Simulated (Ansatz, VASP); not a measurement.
Two plane-wave programs on Co

```
Co
1.0
     0.00000    1.70463    1.70463
     1.70463    0.00000    1.70463
     1.70463    1.70463    0.00000
Co
1
Direct
  0.00000 0.00000 0.00000
```

Alike in both runs: functional PBEsol; k mesh 15 × 15 × 15; occupations fermi-dirac, width 0.1 eV; no spin polarisation.

Ansatz relaxed the structure, and its values are those at the end. VASP's run is a single point on that final structure, the one shown.

```csv
,VASP,Ansatz
version,VASP 6.6.1,Ansatz 0.2.0
potentials or method,"VASP PAW PBE potentials, release 64 (Co), cutoff 520 eV","plane waves (420 eV) with PAW, scalar-relativistic"
valence electrons in the cell,9,17
```

Ansatz gave:

- pressure (GPa): 0.0

Q: Which values does VASP return?

A: Pressure (GPa): -1.0.

VASP's potentials were made for PBE, not for PBEsol, and Ansatz warns of the same on its side. VASP's potentials hold 9 valence electrons a cell and Ansatz's 17, so a difference there can come from the potentials and not from the codes.
